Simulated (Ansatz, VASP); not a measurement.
**AlAs in VASP and in Ansatz**

The input INCAR:

```
SYSTEM = AlAs
ALGO = Normal
EDIFF = 1E-6
ENCUT = 500
GGA = CA
GGA_COMPAT = .False.
ISIF = 2
ISMEAR = 0
LASPH = .True.
LCHARG = .False.
LREAL = .False.
LWAVE = .False.
NBANDS = 11
NELM = 120
PREC = Accurate
SIGMA = 0.05
```

Contents of KPOINTS:

```
k-points
0
Gamma
  10 10 10
  0 0 0
```

The input POSCAR:

```
AlAs
1.0
    0.0000000000      2.8304000000      2.8304000000
    2.8304000000      0.0000000000      2.8304000000
    2.8304000000      2.8304000000      0.0000000000
Al As
1 1
Direct
    0.0000000000      0.0000000000      0.0000000000
    0.7500000000      0.7500000000      0.7500000000
```

Input for Ansatz:

```yaml
crystal:
  lattice:
    - [0.0, 2.8304, 2.8304]
    - [2.8304, 0.0, 2.8304]
    - [2.8304, 2.8304, 0.0]
  atoms:
    - { symbol: Al, position: [0.0, 0.0, 0.0] }
    - { symbol: As, position: [0.75, 0.75, 0.75] }
basis:
  ecutwfc: 420
kpoints:
  mp_grid: { grid: [10, 10, 10] }
hamiltonian:
  xc: lda
scf:
  occupations: { method: gaussian, width: 0.05 }
output:
  forces: true
  stress: true
  eigenvalues: true
```

Alike in both runs: task single point; functional LDA; k mesh 10 × 10 × 10; occupations gaussian, width 0.05 eV; no spin polarisation.

|  | VASP | Ansatz |
| --- | --- | --- |
| version | VASP 6.6.1 | Ansatz 0.2.0 |
| potentials or method | VASP PAW LDA potentials, release 64 (Al, As), cutoff 500 eV | scalar-relativistic, plane waves, PAW |
| valence electrons in the cell | 8 | 18 |

Ansatz gave:

- gap on the k mesh at the Fermi level (eV): 1.35
- least direct gap on the mesh (eV): 1.85
- pressure (GPa): -1.2

**Question.** Estimate VASP's values.

**Answer.** gap on the k mesh at the Fermi level (eV): 1.34; least direct gap on the mesh (eV): 1.88; pressure (GPa): -0.9.

LDA's correlation is that of Perdew and Zunger in VASP and of Perdew and Wang (1992) in Ansatz. VASP's potentials hold 8 valence electrons a cell and Ansatz's 18, so a difference there can come from the potentials and not from the codes.
